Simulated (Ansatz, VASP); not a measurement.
## BaTe in VASP and in Ansatz

Contents of POSCAR:

```
BaTe
1.0
    4.8490244230     -0.0000000029      0.0000000000
   -2.4245122090      4.1993783353      0.0000000000
    0.0000000000      0.0000000000      8.6069377145
Ba Te
2 2
Direct
    0.6666666667      0.3333333333      0.7500000000
    0.3333333333      0.6666666667      0.2500000000
    0.0000000000      0.0000000000      0.0000000000
    0.0000000000      0.0000000000      0.5000000000
```

The input INCAR.step1:

```
SYSTEM = BaTe
PREC     = Accurate       ! precision mode
ENCUT    = 520            ! plane-wave cutoff, eV
ISMEAR   = 0              ! smearing method
SIGMA    = 0.02           ! smearing width, eV
LREAL    = .FALSE.        ! projectors in reciprocal space
LASPH    = .TRUE.         ! aspherical terms in the spheres
NELM     = 80             ! most SCF steps
NBANDS   = 24             ! bands
GGA      = PE             ! functional
ALGO     = Normal         ! electronic algorithm
EDIFF    = 1E-4           ! SCF threshold, eV
LWAVE    = .TRUE.         ! write WAVECAR
LCHARG   = .FALSE.        ! write CHGCAR
```

File INCAR.step2:

```
SYSTEM = BaTe
PREC     = Accurate       ! precision mode
ENCUT    = 520            ! plane-wave cutoff, eV
EDIFF    = 1E-6           ! SCF threshold, eV
ISMEAR   = 0              ! smearing method
SIGMA    = 0.02           ! smearing width, eV
LREAL    = .FALSE.        ! projectors in reciprocal space
LASPH    = .TRUE.         ! aspherical terms in the spheres
NELM     = 80             ! most SCF steps
ALGO     = Normal         ! electronic algorithm
ISIF     = 2              ! what is computed and relaxed
LWAVE    = .FALSE.        ! write WAVECAR
LCHARG   = .FALSE.        ! write CHGCAR
METAGGA  = R2SCAN         ! meta-GGA
LMIXTAU  = .TRUE.       
NBANDS   = 24             ! bands
ISTART   = 1
```

File KPOINTS:

```
regular mesh
0
G
  6 6 4
  0 0 0
```

Input for Ansatz:

```yaml
crystal:
  lattice:
    - [4.849024423, -2.9e-09, 0.0]
    - [-2.424512209, 4.1993783353, 0.0]
    - [0.0, 0.0, 8.6069377145]
  atoms:
    - { symbol: Ba, position: [0.6666666667, 0.3333333333, 0.75] }
    - { symbol: Ba, position: [0.3333333333, 0.6666666667, 0.25] }
    - { symbol: Te, position: [0.0, 0.0, 0.0] }
    - { symbol: Te, position: [0.0, 0.0, 0.5] }
basis:
  ecutwfc: 500
kpoints:
  mp_grid: { grid: [6, 6, 4] }
  band_path:
    path:
      - [[0.0, 0.0, 0.0], [0.5, 0.0, 0.0], [0.33333333, 0.33333333, 0.0], [0.0, 0.0, 0.0], [0.0, 0.0, 0.5], [0.5, 0.0, 0.5], [0.33333333, 0.33333333, 0.5], [0.0, 0.0, 0.5]]
      - [[0.5, 0.0, 0.5], [0.5, 0.0, 0.0]]
      - [[0.33333333, 0.33333333, 0.5], [0.33333333, 0.33333333, 0.0]]
    npoints: 14
hamiltonian:
  xc: r2scan
scf:
  occupations: { method: gaussian, width: 0.02 }
  n_extra_bands: 10
output:
  forces: true
  stress: true
  eigenvalues: true
  populations: true
  dos: { projected: true, de: 0.02, nscf_kmesh: { grid: [9, 9, 6] } }
  bader: true
```

Alike in both runs: task single point; functional r2SCAN; k mesh 6 × 6 × 4; occupations gaussian, width 0.02 eV; no spin polarisation.

```csv
,VASP,Ansatz
version,VASP 6.6.1,Ansatz 0.2.0
potentials or method,"VASP PAW PBE potentials, release 64 (Ba_sv, Te), cutoff 520 eV","scalar-relativistic, plane waves, PAW"
valence electrons in the cell,32,52
```

|  | VASP | Ansatz | Ansatz less VASP |
| --- | --- | --- | --- |
| gap on the k mesh at the Fermi level (eV) | 1.60 | 1.65 | +0.055 |
| least direct gap on the mesh (eV) | 1.92 | 1.96 | +0.044 |
| pressure (GPa) | 0.3 | 0.0 | -0.33 |
| traceless stress, the component that is largest in VASP (GPa) | 0.13 | 0.10 | -0.025 |

VASP's potentials were made for PBE, not for r2SCAN. VASP's potentials hold 32 valence electrons a cell and Ansatz's 52, so a difference there can come from the potentials and not from the codes.

Neither program's run includes spin-orbit coupling.
